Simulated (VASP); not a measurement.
The system is MnSn2.

```
Mn Sn
1.0
    -3.32300    3.32300    2.71250
     3.32300   -3.32300    2.71250
     3.32300    3.32300   -2.71250
Mn Sn
2 4
Direct
  0.75000 0.75000 0.00000
  0.25000 0.25000 0.00000
  0.15900 0.65900 0.81800
  0.65900 0.84100 0.50000
  0.84100 0.34100 0.18200
  0.34100 0.15900 0.50000
```

Base run:

| Property | Result |
| --- | --- |
| Program | VASP 6.6.1 |
| Functional | PBEsol |
| Potentials or basis | VASP PAW PBE potentials, release 64 (Mn_pv, Sn_d) |
| Cutoff | 500 eV |
| k mesh | 8 × 8 × 8 |
| Occupations | gaussian, width 0.1 eV |
| Spin | collinear spin, ferromagnetic start |
| Starting moments | [2.42, 2.42, -0.11, -0.11, -0.11, -0.11] μB |
| Fixed moment | 3.75 μB |

Its results: pressure -6.3 GPa; site moments Mn +2.20; Sn -0.13 μB; largest force 0.430 eV/Å.

Question: The run is repeated on the same cell with these changes: fixed moment from 3.75 μB to 6.25 μB; moments at the start from [2.42, 2.42, -0.11, -0.11, -0.11, -0.11] to [3.37, 3.37, -0.02, -0.02, -0.02, -0.02]. What comes out?

Answer: Pressure -0.6 GPa; site moments Mn +3.06; Sn -0.03 μB; largest force 0.399 eV/Å.

Caveats: the PAW data sets were made with another functional, which shifts forces and pressure a little; the total moment is fixed, so each spin has its own Fermi level; the cell stands under tension (at least some runs).
